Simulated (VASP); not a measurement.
Here is a VASP 6.6.1 calculation.

File INCAR:

```
SYSTEM = NbAs
PREC = Accurate ; ENCUT = 520
EDIFF = 1E-6 ; ISMEAR = -1
SIGMA = 0.05 ; LREAL = .FALSE.
LASPH = .TRUE. ; NELM = 80
ALGO = Normal ; ISIF = 2
LWAVE = .FALSE. ; LCHARG = .TRUE.
GGA = PE ; LELF = .TRUE.
LVHAR = .TRUE. ; NBANDS = 26
```

File KPOINTS:

```
regular mesh
0
G
  11 11 11
  0 0 0
```

File POSCAR:

```
NbAs
1.0
   -1.7372798033      1.7372798033      5.8786766238
    1.7372798033     -1.7372798033      5.8786766238
    1.7372798033      1.7372798033     -5.8786766238
Nb As
2 2
Direct
    0.5000000000      0.0000000000      0.5000000000
    0.7500000000      0.7500000000      0.0000000000
    0.9160000000      0.4160000000      0.5000000000
    0.1660000000      0.1660000000      0.0000000000
```

Potentials or basis: VASP PAW PBE potentials, release 64 (Nb_sv, As).

The run is started by

```sh
$ cat potpaw_PBE.64/Nb_sv/POTCAR potpaw_PBE.64/As/POTCAR > POTCAR
$ mpirun -np 1 vasp_std > vasp.out
```

Q: Predict the largest force.

A: 0.274 eV/Å.

Q: Estimate the pressure.

A: -0.1 GPa.

Q: Estimate the band gap on the k mesh.

A: 0.02 eV (least direct gap 0.05 eV).

Stress tensor (GPa, compression positive):
```
-0.43  0.00  0.00
 0.00 -0.43  0.00
 0.00  0.00  0.60
```

Caveat: the smearing spreads over this small gap. A k mesh can miss the band edges.
